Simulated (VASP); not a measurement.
# Cu (I4/mmm) in VASP: a series of runs

The runs below take Cu through single point, with PBE.

Program: VASP 6.6.1. These are calculated values, not measurements. Logs are shortened: lines on timing, memory, paths and dates and some standing lists are left out, and cuts for length are marked.

## Step 1: The cell of the first run

The structure is tetragonal, space group I4/mmm (No. 139). Conventional cell: a = 2.951 Å, b = 2.951 Å, c = 2.759 Å, α = 90.00°, β = 90.00°, γ = 90.00°. Cu (site symmetry 4/mmm) has 14 Cu at 2.50 to 2.95 Å within 3.3 Å.

## Step 2: Single point, PBE

The input, INCAR:

```
SYSTEM = Cu
PREC = Accurate
ENCUT = 520
EDIFF = 1E-6
ISMEAR = 0
SIGMA = 0.1
LREAL = .False.
LASPH = .True.
NELM = 60
ALGO = Fast
ISIF = 2
LWAVE = .False.
LCHARG = .False.
GGA = PE
NBANDS = 30
```

The input, KPOINTS:

```
regular mesh
0
Gamma
  14 14 14
  0 0 0
```

The input, POSCAR:

```
Cu
1.0
   -2.9510604861      0.0000000000      2.7591133689
    0.0000000000      2.9510604861     -2.7591133689
    0.0000000000     -2.9510604861     -2.7591133689
Cu
4
Direct
    0.5000000000      0.2500000000      0.7500000000
    0.0000000000      0.5000000000      0.5000000000
    0.5000000000      0.7500000000      0.2500000000
    0.0000000000      0.0000000000      0.0000000000
```

Potentials or basis: VASP PAW PBE potentials, release 64 (Cu).

Launch:

```console
cat potpaw_PBE.64/Cu/POTCAR > POTCAR
mpirun -np 1 vasp_std > vasp.out
```

OUTCAR:

```text
SYSTEM = Cu
   PREC = Accurate
   ENCUT = 520
   EDIFF = 1E-6
   ISMEAR = 0
   LREAL = .False.
   LASPH = .True.
   NELM = 60
   ISIF = 2
   GGA = PE

 ion  position               nearest neighbor table
   1  0.500  0.250  0.750-   2 2.50   4 2.50   4 2.50   4 2.50   2 2.50   2 2.50   4 2.50   2 2.50
                             3 2.76   3 2.76
   2  0.000  0.500  0.500-   3 2.50   1 2.50   1 2.50   1 2.50   3 2.50   3 2.50   1 2.50   3 2.50
                             4 2.76   4 2.76
   3  0.500  0.750  0.250-   4 2.50   2 2.50   2 2.50   2 2.50   4 2.50   4 2.50   2 2.50   4 2.50
                             1 2.76   1 2.76
   4  0.000  0.000  0.000-   1 2.50   3 2.50   3 2.50   3 2.50   1 2.50   1 2.50   3 2.50   1 2.50
                             2 2.76   2 2.76

  LATTYP: Found a body centered tetragonal cell.
 ALAT       =     4.1734297628
 C/A-ratio  =     1.3222282514

  Lattice vectors:

 A1 = (   0.0000000000,  -2.9510604861,   2.7591133689)
 A2 = (   0.0000000000,   2.9510604861,   2.7591133689)
 A3 = (  -2.9510604861,   0.0000000000,  -2.7591133689)

Analysis of symmetry for initial positions (statically):
=====================================================================
 Subroutine PRICEL returns following result:

  LATTYP: Found a body centered tetragonal cell.
 ALAT       =     2.9510604861
 C/A-ratio  =     0.9349565629

  Lattice vectors:

 A1 = (  -1.4755302430,  -1.4755302431,   1.3795566844)
 A2 = (   1.4755302430,   1.4755302431,   1.3795566845)
 A3 = (  -1.4755302430,   1.4755302430,  -1.3795566845)

   4 primitive cells build up your supercell.

 Routine SETGRP: Setting up the symmetry group for a
 body centered tetragonal supercell.

 Subroutine GETGRP returns: Found 16 space group operations
 (whereof 16 operations were pure point group operations)
 out of a pool of 16 trial point group operations.

The static configuration has the point symmetry D_4h.

Analysis of symmetry for dynamics (positions and initial velocities):
=====================================================================
 Subroutine PRICEL returns following result:

  LATTYP: Found a body centered tetragonal cell.
 ALAT       =     2.9510604861
 C/A-ratio  =     0.9349565629

  Lattice vectors:

 A1 = (  -1.4755302430,  -1.4755302431,   1.3795566844)
 A2 = (   1.4755302430,   1.4755302431,   1.3795566845)
 A3 = (  -1.4755302430,   1.4755302430,  -1.3795566845)

   4 primitive cells build up your supercell.

 Routine SETGRP: Setting up the symmetry group for a
 body centered tetragonal supercell.

 Subroutine GETGRP returns: Found 16 space group operations
 (whereof 16 operations were pure point group operations)
 out of a pool of 16 trial point group operations.

The dynamic configuration has the point symmetry D_4h.

 Subroutine INISYM returns: Found 16 space group operations
 (whereof 16 operations are pure point group operations),
 and found     4 'primitive' translations

----------------------------------------------------------------------------------------

                                     Primitive cell

  volume of cell :      12.0142

  direct lattice vectors                    reciprocal lattice vectors
    -1.475530243 -1.475530243  1.379556684    -0.338861235  0.000000000  0.362435270
     1.475530243  1.475530243  1.379556684    -0.000000000  0.338861235  0.362435270
    -1.475530243  1.475530243 -1.379556684    -0.338861235  0.338861235  0.000000000

  length of vectors
     2.501510672  2.501510672  2.501510672     0.496171605  0.496171605  0.479222154

  position of ions in fractional coordinates (direct lattice)
     0.000000000  0.000000000  0.000000000

  ion indices of the primitive-cell ions
   primitive index   ion index
                 1           1

----------------------------------------------------------------------------------------

 KPOINTS: regular mesh

Automatic generation of k-mesh.
 Grid dimensions read from file:
 generate k-points for:   14   14   14

 Generating k-lattice:

  Cartesian coordinates                     Fractional coordinates (reciprocal lattice)
    -0.024204374  0.000000000  0.000000000     0.071428571  0.000000000  0.000000000
    -0.012102187  0.012102187 -0.012944117     0.000000000  0.071428571  0.000000000
    -0.012102187 -0.012102187 -0.012944117     0.000000000  0.000000000  0.071428571

  Length of vectors
     0.024204374  0.021458705  0.021458705

  Shift w.r.t. Gamma in fractional coordinates (k-lattice)
     0.000000000  0.000000000  0.000000000

 Subroutine IBZKPT returns following result:
 ===========================================

 Found    244 irreducible k-points:

 Following reciprocal coordinates:
            Coordinates               Weight
  0.000000  0.000000  0.000000      1.000000
  0.071429  0.000000  0.000000      4.000000
  0.142857  0.000000  0.000000      4.000000
  0.214286  0.000000  0.000000      4.000000
  0.285714  0.000000  0.000000      4.000000
  0.357143  0.000000  0.000000      4.000000
[... 16 lines left out ...]
 -0.071429  0.142857  0.000000      8.000000
  0.000000  0.214286 -0.000000      8.000000
 [... further k-points ...]
   k-points           NKPTS =    244   k-points in BZ     NKDIM =    244   number of bands    NBANDS=     30
   number of dos      NEDOS =    301   number of ions     NIONS =      4
   total plane-waves  NPLWV =  27000
   dimension x,y,z NGX =    30 NGY =   30 NGZ =   30
   dimension x,y,z NGXF=    60 NGYF=   60 NGZF=   60
   ions per type =               4
   NGX,Y,Z   is equivalent  to a cutoff of  12.35, 12.35, 12.35 a.u.
   NGXF,Y,Z  is equivalent  to a cutoff of  24.69, 24.69, 24.69 a.u.
 SYSTEM =  Cu
   PREC   = accura    normal or accurate (medium, high low for compatibility)
   ISTART =      0    job   : 0-new  1-cont  2-samecut
   ICHARG =      2    charge: 1-file 2-atom 10-const
   ISPIN  =      1    spin polarized calculation?
   LNONCOLLINEAR =      F non collinear calculations
   LSORBIT =      F    spin-orbit coupling
   LASPH  =      T    aspherical Exc in radial PAW
   ENCUT  =  520.0 eV  38.22 Ry    6.18 a.u.   7.51  7.51  7.51*2*pi/ulx,y,z
   NELM   =     60;   NELMIN=  2; NELMDL= -5     # of ELM steps
   EDIFF  = 0.1E-05   stopping-criterion for ELM
   LREAL  =      F    real-space projection
[... 7 lines left out ...]
   TEBEG  =    0.0;   TEEND  =   0.0 temperature during run
   PSTRESS=    0.0 pullay stress
   NELECT =      44.0000    total number of electrons
   NUPDOWN=      -1.0000    fix difference up-down
   EMIN   =  10.00;   EMAX   =-10.00  energy-range for DOS
   EFERMI =   0.00;   METHOD = LEGACY
   ISMEAR =     0;   SIGMA  =   0.10  broadening in eV -4-tet -1-fermi 0-gaus
   EFERMI_NEDOS =   21; number of points for ismear=-14 and -15
   IALGO  =     68    algorithm
   IMIX   =      4    mixing-type and parameters
     AMIX     =   0.40;   BMIX     =  1.00
     AMIX_MAG =   1.60;   BMIX_MAG =  1.00
  volume/ion in A,a.u.               =      12.01        81.08
  Fermi-wavevector in a.u.,A,eV,Ry     =   1.589671  3.004042 34.382637  2.527053
  Thomas-Fermi vector in A             =   2.688484
   LORBIT       =      0    0 simple, 1 ext, 2 COOP (PROOUT), +10 PAW based schemes
   GGA     = PE    functional components
   LHFCALC =     F    Hartree Fock is set to
   AEXX    =    0.0000 exact exchange contribution
   IVDW    =     0    specifies the selected vdW correction
   LEPSILON=     F    determine dielectric tensor
   LRPA    =     F    only Hartree local field effects (RPA)
 non-spin polarized calculation
 RMM-DIIS sequential band-by-band and
 Gauss-broadening in eV      SIGMA  =   0.10
  energy-cutoff  :      520.00
  volume of cell :       48.06
 maximum number of plane-waves:      1319
   NGX = 15   NGY = 15   NGZ = 15

 number of electron      44.0000020 magnetization

 Free energy of the ion-electron system (eV)
  ---------------------------------------------------
  ext. energy  EPLUGINS =         0.00000000
  ---------------------------------------------------
  free energy    TOTEN  =       -14.77501054 eV

  energy without entropy =      -14.76835658  energy(sigma->0) =      -14.77168356

 E-fermi :   7.3819     XC(G=0): -12.6274

 val. band max:        7.3725946705   @ k =  -0.3571   0.5000   0.2143
 cond. band min:       7.3899813710   @ k =   0.1429   0.2143   0.0714
 fundamental gap:      0.0173867005
 Fermi energy:         7.3819105421

 k-point     1 :       0.0000    0.0000    0.0000
  band No.  band energies     occupation
      1      -1.8406      2.00000
      2       2.8128      2.00000
      3       2.8705      2.00000
      4       3.6413      2.00000
      5       3.6413      2.00000
      6       3.6413      2.00000
[... 22 lines left out ...]
     29      14.6931      0.00000
     30      14.9022      0.00000

 k-point     2 :       0.0714    0.0000    0.0000
  band No.  band energies     occupation
      1      -1.7477      2.00000
      2       2.8393      2.00000
      3       2.8972      2.00000
      4       3.5740      2.00000
      5       3.5740      2.00000
      6       3.5866      2.00000
[... 22 lines left out ...]
     29      15.1665      0.00000
     30      15.6326      0.00000

 k-point     3 :       0.1429    0.0000    0.0000
  band No.  band energies     occupation
      1      -1.4710      2.00000
      2       2.9071      2.00000
      3       2.9797      2.00000
      4       3.3919      2.00000
      5       3.3919      2.00000
      6       3.5363      2.00000
[... 22 lines left out ...]
     29      16.6667      0.00000
     30      16.9022      0.00000

 k-point     4 :       0.2143    0.0000    0.0000
  band No.  band energies     occupation
      1      -1.0177      2.00000
      2       2.9825      2.00000
      3       3.1217      2.00000
      4       3.1434      2.00000
      5       3.1434      2.00000
      6       3.5155      2.00000
[... 22 lines left out ...]
     29      18.2785      0.00000
     30      18.4302      0.00000

 k-point     5 :       0.2857    0.0000    0.0000
  band No.  band energies     occupation
      1      -0.4021      2.00000
      2       2.8844      2.00000
      3       2.8844      2.00000
      4       3.0178      2.00000
      5       3.3147      2.00000
      6       3.5153      2.00000
[... 22 lines left out ...]
     29      19.9157      0.00000
     30      20.0563      0.00000
[... 526 lines left out ...]
     29      20.8639      0.00000
     30      21.4426      0.00000

 k-point    22 :       0.4286    0.1429    0.0000
  band No.  band energies     occupation
      1       2.0972      2.00000
      2       2.0972      2.00000
      3       2.3877      2.00000
      4       2.5721      2.00000
      5       3.5746      2.00000
      6       3.6257      2.00000
[... 22 lines left out ...]
     29      21.5921      0.00000
     30      21.5921      0.00000

 k-point    23 :      -0.0714    0.1429    0.0000
  band No.  band energies     occupation
      1      -1.6416      2.00000
      2       2.8746      2.00000
      3       2.9314      2.00000
      4       3.5356      2.00000
      5       3.5356      2.00000
      6       3.6640      2.00000
[... 22 lines left out ...]
     29      15.0217      0.00000
     30      16.3676      0.00000

 k-point    24 :       0.0000    0.2143   -0.0000
  band No.  band energies     occupation
      1      -1.1914      2.00000
      2       3.0074      2.00000
      3       3.0595      2.00000
      4       3.3665      2.00000
      5       3.5151      2.00000
      6       3.6309      2.00000
[... 22 lines left out ...]
     29      16.1189      0.00000
     30      16.9006      0.00000

 [... further k-points ...]

------------------------ aborting loop because EDIFF is reached ----------------------------------------

  FORCE on cell =-STRESS in cart. coord.  units (eV):
  Direction    XX          YY          ZZ          XY          YZ          ZX
  --------------------------------------------------------------------------------------
  -------------------------------------------------------------------------------------
  Total        0.3916164      0.3916164      0.4512550      0.0000000      0.0000000      0.0000000
  in kB       13.0561661     13.0561661     15.0444692      0.0000000      0.0000000      0.0000000
  external PRESSURE =      13.7189338 kB  Pullay stress =       0.0000000 kB

 VOLUME and BASIS-vectors are now :
 -----------------------------------------------------------------------------
  energy-cutoff  :      520.00
  volume of cell :       48.06
      direct lattice vectors                 reciprocal lattice vectors
    -2.951060486  0.000000000  2.759113369    -0.338861235  0.000000000  0.000000000
     0.000000000  2.951060486 -2.759113369    -0.169430617  0.169430617 -0.181217635
     0.000000000 -2.951060486 -2.759113369    -0.169430617 -0.169430617 -0.181217635

 POSITION                                       TOTAL-FORCE (eV/Angst)
 -----------------------------------------------------------------------------------
     -1.47553     -1.47553     -1.37956        -0.000000      0.000000      0.000000
      0.00000      0.00000     -2.75911         0.000000     -0.000000      0.000000
     -1.47553      1.47553     -1.37956         0.000000      0.000000     -0.000000
      0.00000      0.00000      0.00000        -0.000000      0.000000      0.000000
 -----------------------------------------------------------------------------------
    total drift:                               -0.000000      0.000000     -0.000000

  FREE ENERGIE OF THE ION-ELECTRON SYSTEM (eV)
  ---------------------------------------------------
  free  energy   TOTEN  =       -14.7750105376 eV

  energy  without entropy=      -14.7683565810  energy(sigma->0) =      -14.77168356
```

Run time: 6.5 min. Hardware: 1 thread of Intel Xeon Platinum 8259CL at 2.50GHz (Skylake/Cascade Lake), shared host; peak memory 0.35 GiB.

What came out:

| Quantity | Value |
| --- | --- |
| Free energy | -14.7750 eV |
| Pressure | 1.4 GPa |
| Band gap on the k mesh | zero (bands 22 and 23 overlap by 7.41 eV) |

## Step 3: Single point, PBE

This run uses another cell than the first one: it holds 1 atom, not 4.

The input, INCAR:

```
SYSTEM = Cu
PREC = Accurate
ENCUT = 520
EDIFF = 1E-6
ISMEAR = -1
SIGMA = 0.15
LREAL = .False.
LASPH = .True.
NELM = 60
ALGO = Normal
ISIF = 2
LWAVE = .False.
LCHARG = .False.
GGA = PE
NBANDS = 12
```

The input, KPOINTS:

```
regular mesh
0
Gamma
  20 20 20
  0 0 0
```

The input, POSCAR:

```
Cu
1.0
   -1.4752512437      1.4752512437      1.3807975199
    1.4752512437     -1.4752512437      1.3807975199
    1.4752512437      1.4752512437     -1.3807975199
Cu
1
Direct
    0.0000000000      0.0000000000      0.0000000000
```

Potentials or basis: VASP PAW PBE potentials, release 64 (Cu).

Launch:

```console
cat potpaw_PBE.64/Cu/POTCAR > POTCAR
mpirun -np 1 vasp_std > vasp.out
```

Wall time 80 s (1 thread of Intel Xeon 8259CL, shared host); peak memory 0.2 GiB.

It converged, with:

| Quantity | Value |
| --- | --- |
| Free energy | -3.7042 eV |
| Pressure | 0.5 GPa |
| Band gap on the k mesh | zero (an odd number of electrons rules out a gap without spin polarisation) |

Levels at points of the mesh, in eV from the Fermi level:
| k point | band 2 | band 3 | band 4 | band 5 | band 6 | band 7 | band 8 | band 9 | band 10 | band 11 |
| --- | --- | --- | --- | --- | --- | --- | --- | --- | --- | --- |
| (0.00, 0.00, 0.00) | -3.21 | -2.96 | -2.96 | -2.23 | -1.96 | 24.12 | 24.12 | 25.95 | 27.89 | 27.89 |
| (0.50, 0.00, 0.00) | -3.84 | -2.11 | -1.85 | -1.36 | -0.36 | 4.51 | 16.74 | 16.81 | 20.65 | 23.47 |
| (0.50, 0.50, 0.00) | -3.53 | -2.30 | -2.04 | -1.39 | -0.86 | 3.79 | 18.55 | 18.67 | 22.25 | 25.00 |
| (0.50, 0.50, 0.50) | -4.51 | -1.55 | -1.55 | -1.48 | 7.32 | 7.32 | 9.83 | 12.82 | 13.43 | 16.31 |
